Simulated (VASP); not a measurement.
# F (C2/m) in VASP: single point with PBEsol

Aim: the single point of F with PBEsol.

All numbers are computed with VASP 6.6.1; they aren't measurements. Logs are shortened: lines on timing, memory, paths and dates and some standing lists are left out, and cuts for length are marked.

### 1 The cell of the first run

It takes space group C2/m (No. 12, monoclinic). The conventional cell has a = 6.277 Å, b = 3.597 Å, c = 7.577 Å, α = 90.00°, β = 112.50°, γ = 90.00°. Within 1.9 Å of F (site symmetry m) lie 1 F at 1.42 Å. Within 1.9 Å of F (site symmetry m) lie 1 F at 1.41 Å.

### 2 Single point, PBEsol

INCAR reads:

```
PREC = Accurate
ENCUT = 1350
EDIFF = 1E-6
ISMEAR = 0
SIGMA = 0.05
LREAL = F
LASPH = T
NELM = 120
ALGO = Normal
ISIF = 2
LWAVE = F
LCHARG = F
GGA = PS
NBANDS = 22
GGA_COMPAT = F
```

KPOINTS reads:

```
regular mesh
0
Gamma
  4 4 2
```

POSCAR reads:

```
F
1.0
    3.1291544055     -1.7984322814     -0.2413473825
    3.1291544055      1.7984322814     -0.2413473825
   -2.3528850754      0.0000000000      7.2022286687
F
4
Direct
    0.0848459664      0.0848459664      0.0940038325
    0.9151540336      0.9151540336      0.9059961675
    0.5015719855      0.5015719855      0.5937195244
    0.4984280145      0.4984280145      0.4062804756
```

Potentials or basis: VASP PAW PBE potentials, release 64 (F_h).

Command:

```sh
$ cat potpaw_PBE.64/F_h/POTCAR > POTCAR
$ mpirun -np 1 vasp_std > vasp.out
```

OUTCAR:

```text
PREC = Accurate
   ENCUT = 1350
   EDIFF = 1E-6
   ISMEAR = 0
   LREAL = F
   LASPH = T
   NELM = 120
   ISIF = 2
   GGA = PS

 ion  position               nearest neighbor table
   1  0.085  0.085  0.094-   2 1.42
   2  0.915  0.915  0.906-   1 1.42
   3  0.502  0.502  0.594-   4 1.41
   4  0.498  0.498  0.406-   3 1.41

  LATTYP: Found a base centered monoclinic cell.
 ALAT       =     6.2768960012
 B/A-ratio  =     0.5730323654
 C/A-ratio  =     1.2070962569
 COS(beta)  =    -0.3827161857

  Lattice vectors:

 A1 = (   3.1291544055,  -1.7984322814,  -0.2413473825)
 A2 = (   3.1291544055,   1.7984322814,  -0.2413473825)
 A3 = (  -2.3528850754,   0.0000000000,   7.2022286687)

Analysis of symmetry for initial positions (statically):
=====================================================================
 Subroutine PRICEL returns:
 Original cell was already a primitive cell.

 Routine SETGRP: Setting up the symmetry group for a
 base centered monoclinic supercell.

 Subroutine GETGRP returns: Found  4 space group operations
 (whereof  4 operations were pure point group operations)
 out of a pool of  4 trial point group operations.

The static configuration has the point symmetry C_2h.

Analysis of symmetry for dynamics (positions and initial velocities):
=====================================================================
 Subroutine PRICEL returns:
 Original cell was already a primitive cell.

 Routine SETGRP: Setting up the symmetry group for a
 base centered monoclinic supercell.

 Subroutine GETGRP returns: Found  4 space group operations
 (whereof  4 operations were pure point group operations)
 out of a pool of  4 trial point group operations.

The dynamic configuration has the point symmetry C_2h.

 Subroutine INISYM returns: Found  4 space group operations
 (whereof  4 operations are pure point group operations),
 and found     1 'primitive' translations

----------------------------------------------------------------------------------------

                                     Primitive cell

  volume of cell :      79.0196

  direct lattice vectors                    reciprocal lattice vectors
     3.129154406 -1.798432281 -0.241347383     0.163917820 -0.278019921  0.053550062
[... 68 lines left out ...]
   NGXF,Y,Z  is equivalent  to a cutoff of  44.12, 44.12, 42.13 a.u.
 SYSTEM =  unknown system
   PREC   = accura    normal or accurate (medium, high low for compatibility)
   ISTART =      0    job   : 0-new  1-cont  2-samecut
   ICHARG =      2    charge: 1-file 2-atom 10-const
   ISPIN  =      1    spin polarized calculation?
   LNONCOLLINEAR =      F non collinear calculations
   LSORBIT =      F    spin-orbit coupling
   LASPH  =      T    aspherical Exc in radial PAW
   ENCUT  = 1350.0 eV  99.22 Ry    9.96 a.u.  10.84 10.84 22.70*2*pi/ulx,y,z
   NELM   =    120;   NELMIN=  2; NELMDL= -5     # of ELM steps
   EDIFF  = 0.1E-05   stopping-criterion for ELM
   LREAL  =      F    real-space projection
[... 7 lines left out ...]
   TEBEG  =    0.0;   TEEND  =   0.0 temperature during run
   PSTRESS=    0.0 pullay stress
   NELECT =      28.0000    total number of electrons
   NUPDOWN=      -1.0000    fix difference up-down
   EMIN   =  10.00;   EMAX   =-10.00  energy-range for DOS
   EFERMI =   0.00;   METHOD = LEGACY
   ISMEAR =     0;   SIGMA  =   0.05  broadening in eV -4-tet -1-fermi 0-gaus
   EFERMI_NEDOS =   21; number of points for ismear=-14 and -15
   IALGO  =     38    algorithm
   IMIX   =      4    mixing-type and parameters
     AMIX     =   0.40;   BMIX     =  1.00
     AMIX_MAG =   1.60;   BMIX_MAG =  1.00
  volume/ion in A,a.u.               =      19.75       133.31
  Fermi-wavevector in a.u.,A,eV,Ry     =   1.158464  2.189180 18.259549  1.342039
  Thomas-Fermi vector in A             =   2.295066
   LORBIT       =      0    0 simple, 1 ext, 2 COOP (PROOUT), +10 PAW based schemes
   GGA     = PS    functional components
   LHFCALC =     F    Hartree Fock is set to
   AEXX    =    0.0000 exact exchange contribution
   IVDW    =     0    specifies the selected vdW correction
   LEPSILON=     F    determine dielectric tensor
   LRPA    =     F    only Hartree local field effects (RPA)
 non-spin polarized calculation
 Gauss-broadening in eV      SIGMA  =   0.05
  energy-cutoff  :     1350.00
  volume of cell :       79.02
 maximum number of plane-waves:      8922
 NGX is ok and might be reduce to    48
   NGX = 21   NGY = 21   NGZ = 45

 number of electron      28.0000002 magnetization

 Free energy of the ion-electron system (eV)
  ---------------------------------------------------
  ext. energy  EPLUGINS =         0.00000000
  ---------------------------------------------------
  free energy    TOTEN  =        -7.95846464 eV

  energy without entropy =       -7.95846464  energy(sigma->0) =       -7.95846464

 E-fermi :  -5.2468     XC(G=0):  -6.6489

 val. band max:       -5.4905288415   @ k =   0.5000   0.5000   0.0000
 cond. band min:      -2.5386100672   @ k =   0.0000   0.0000   0.0000
 fundamental gap:      2.9519187743
 Fermi energy:        -5.2467957770

 k-point     1 :       0.0000    0.0000    0.0000
  band No.  band energies     occupation
      1     -30.3202      2.00000
      2     -30.1684      2.00000
      3     -24.0079      2.00000
      4     -23.7702      2.00000
      5     -12.0443      2.00000
      6     -11.4996      2.00000
[... 339 lines left out ...]
     21       9.2735      0.00000
     22       9.4229      0.00000

------------------------ aborting loop because EDIFF is reached ----------------------------------------

  FORCE on cell =-STRESS in cart. coord.  units (eV):
  Direction    XX          YY          ZZ          XY          YZ          ZX
  --------------------------------------------------------------------------------------
  -------------------------------------------------------------------------------------
  Total       -0.4302533     -0.2526538     -1.3286594      0.0000000      0.0000000     -0.0732551
  in kB       -8.7236849     -5.1227308    -26.9394926      0.0000000      0.0000000     -1.4852982
  external PRESSURE =     -13.5953028 kB  Pullay stress =       0.0000000 kB

 VOLUME and BASIS-vectors are now :
 -----------------------------------------------------------------------------
  energy-cutoff  :     1350.00
  volume of cell :       79.02
      direct lattice vectors                 reciprocal lattice vectors
     3.129154406 -1.798432281 -0.241347383     0.163917820 -0.278019921  0.053550062
     3.129154406  1.798432281 -0.241347383     0.163917820  0.278019921  0.053550062
    -2.352885075  0.000000000  7.202228669     0.010985804  0.000000000  0.142434846

 POSITION                                       TOTAL-FORCE (eV/Angst)
 -----------------------------------------------------------------------------------
      0.30981      0.00000      0.63608        -0.193370      0.000000     -0.395055
      3.59561      0.00000      6.08345         0.193370      0.000000      0.395055
      1.74204      0.00000      4.03400         0.136192      0.000000     -0.428458
      2.16339      0.00000      2.68554        -0.136192      0.000000      0.428458
 -----------------------------------------------------------------------------------
    total drift:                                0.000000     -0.000000     -0.000000

  FREE ENERGIE OF THE ION-ELECTRON SYSTEM (eV)
  ---------------------------------------------------
  free  energy   TOTEN  =        -7.9584646374 eV

  energy  without entropy=       -7.9584646374  energy(sigma->0) =       -7.95846464
```

Wall time 80 s (1 thread of AMD EPYC 7R13 (Zen 3), shared host); peak memory 0.47 GiB.

What came out:

| Property | Result |
| --- | --- |
| Free energy | -7.9585 eV |
| Pressure | -1.4 GPa |
| Largest force | 0.450 eV/Å |
| Band gap on the k mesh | 2.95 eV (least direct gap 3.03 eV) |

Forces in eV/Å, atoms in the order of the input:
```
F   -0.193  0.000 -0.395
F    0.193  0.000  0.395
F    0.136  0.000 -0.428
F   -0.136  0.000  0.428
```

Stress tensor (GPa, compression positive):
```
-0.87  0.00 -0.15
 0.00 -0.51  0.00
-0.15  0.00 -2.69
```

Caveat: the k points lie up to 0.51 Å⁻¹ apart; this functional lacks dispersion, which holds the molecules together, so the pressure and a relaxed volume are unreliable; the PAW data sets were made with another functional, which shifts forces and pressure a little.
